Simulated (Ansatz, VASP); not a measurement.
**Two plane-wave programs on SnO**

File INCAR:

```
PREC     = Accurate       # precision mode
ENCUT    = 520            # plane-wave cutoff, eV
EDIFF    = 1E-6           # SCF threshold, eV
ISMEAR   = 0              # smearing method
SIGMA    = 0.05           # smearing width, eV
LREAL    = False          # projectors in reciprocal space
LASPH    = True           # aspherical terms in the spheres
NELM     = 60             # most SCF steps
ALGO     = Normal         # electronic algorithm
ISIF     = 2              # what is computed and relaxed
LWAVE    = False          # write WAVECAR
LCHARG   = False          # write CHGCAR
GGA      = CA             # functional
NBANDS   = 28             # bands
```

Contents of KPOINTS:

```
regular mesh
0
Gamma
  8 6 6
```

Contents of POSCAR:

```
SnO
1.0
    3.6485679375      0.0000000000      0.0000000000
    0.0000000000      5.6741040000      0.0000000000
    0.0000000000      0.0000000000      4.2219700000
Sn O
2 2
Direct
    0.0000000000      0.2319090000      0.5131440000
    0.5000000000      0.7680910000      0.0131440000
    0.0000000000      0.8912500000      0.7368570000
    0.5000000000      0.1087500000      0.2368570000
```

Input for Ansatz:

```yaml
crystal:
  lattice:
    - [3.6485679375, 0.0, 0.0]
    - [0.0, 5.674104, 0.0]
    - [0.0, 0.0, 4.22197]
  atoms:
    - { symbol: Sn, position: [0.0, 0.231909, 0.513144] }
    - { symbol: Sn, position: [0.5, 0.768091, 0.013144] }
    - { symbol: O, position: [0.0, 0.89125, 0.736857] }
    - { symbol: O, position: [0.5, 0.10875, 0.236857] }
basis:
  ecutwfc: 420
kpoints:
  mp_grid: { grid: [8, 6, 6] }
hamiltonian:
  xc: lda
scf:
  occupations: { method: gaussian, width: 0.05 }
output:
  forces: true
  stress: true
  eigenvalues: true
```

Change from the starting cell: strain +0.0875 x Voigt [1, 0, 0, 0, 0, 0], atoms carried along.

Alike in both runs: task single point; functional LDA; k mesh 8 × 6 × 6; occupations gaussian, width 0.05 eV; no spin polarisation.

|  | VASP | Ansatz |
| --- | --- | --- |
| version | VASP 6.6.1 | Ansatz 0.2.0 |
| potentials or method | VASP PAW LDA potentials, release 64 (Sn_d, O), cutoff 520 eV | scalar-relativistic, plane waves, PAW |
| valence electrons in the cell | 40 | 40 |

Ansatz gave:

| Item | Value |
| --- | --- |
| gap on the k mesh at the Fermi level (eV) | 1.35 |
| least direct gap on the mesh (eV) | 2.15 |
| pressure (GPa) | -10.2 |
| traceless stress, the component that is largest in VASP (GPa) | -4.15 |
| rms of the force components (eV/Å) | 0.659 |

Task: Which values does VASP return?

Result: gap on the k mesh at the Fermi level (eV): 1.32; least direct gap on the mesh (eV): 2.13; pressure (GPa): -10.0; traceless stress, the component that is largest in VASP (GPa): -4.17; rms of the force components (eV/Å): 0.627.

LDA's correlation is that of Perdew and Zunger in VASP and of Perdew and Wang (1992) in Ansatz. Atom by atom the forces differ by 0.034 eV/Å (rms over components).
